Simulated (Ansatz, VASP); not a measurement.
## SnSe: VASP beside Ansatz

```
Sn Se
1.0
     0.00000    3.04010    3.01000
     3.04010    0.00000    3.01000
     3.04010    3.04010    0.00000
Sn Se
1 1
Direct
  0.00000 0.00000 0.00000
  0.50000 0.50000 0.50000
```

Change from the starting cell: equal xx and yy strain of +1 %.

Alike in both runs: task single point; functional LDA; k mesh 9 × 9 × 9; occupations fermi-dirac, width 0.02 eV; no spin polarisation.

|  | VASP | Ansatz |
| --- | --- | --- |
| version | VASP 6.6.1 | Ansatz 0.2.0 |
| potentials or method | VASP PAW LDA potentials, release 64 (Sn_d, Se), cutoff 520 eV | all-electron LAPW, scalar-relativistic |

|  | VASP | Ansatz | Ansatz less VASP |
| --- | --- | --- | --- |
| pressure (GPa) | -4.0 | -4.1 | -0.08 |
| traceless stress, the component that is largest in VASP (GPa) | 0.68 | 0.68 | -0.007 |

LDA's correlation is that of Perdew and Zunger in VASP and of Perdew and Wang (1992) in Ansatz. Ansatz ran all-electron here, and VASP with PAW potentials.
